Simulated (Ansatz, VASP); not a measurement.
## NaCaI2: VASP beside Ansatz

```
Na Ca I
1.0
     4.01666    0.00000    0.00000
     0.00000    4.01666    0.00000
     0.00000    0.00000    8.09168
Na Ca I
1 1 2
Direct
  0.00000 0.00000 0.50000
  0.00000 0.00000 0.00000
  0.50000 0.50000 0.76551
  0.50000 0.50000 0.23449
```

Alike in both runs: functional PBE; k mesh 6 × 6 × 4; occupations gaussian, width 0.1 eV; no spin polarisation.

Ansatz relaxed the structure, and its values are those at the end. VASP's run is a single point on that final structure, the one shown.

|  | VASP | Ansatz |
| --- | --- | --- |
| version | VASP 6.6.1 | Ansatz 0.2.0 |
| potentials or method | VASP PAW PBE potentials, release 64 (Na_pv, Ca_sv, I), cutoff 520 eV | scalar-relativistic, plane waves, PAW |
| valence electrons in the cell | 31 | 53 |

Ansatz gave:

```
gap on the k mesh at the Fermi level (eV) : none
pressure (GPa)                            : -0.1
rms of the force components (eV/Å)        : 0.004
```

Question: What did VASP give for the same quantities?

Answer: gap on the k mesh at the Fermi level (eV): none; pressure (GPa): -0.1; rms of the force components (eV/Å): 0.002.

A gap of «none» marks a metal or a gap that the smearing closes. With one functional, cell and mesh, what is left measures potentials, basis and numerics. VASP's potentials hold 31 valence electrons a cell and Ansatz's 53, so a difference there can come from the potentials and not from the codes.

Neither program's run includes spin-orbit coupling.
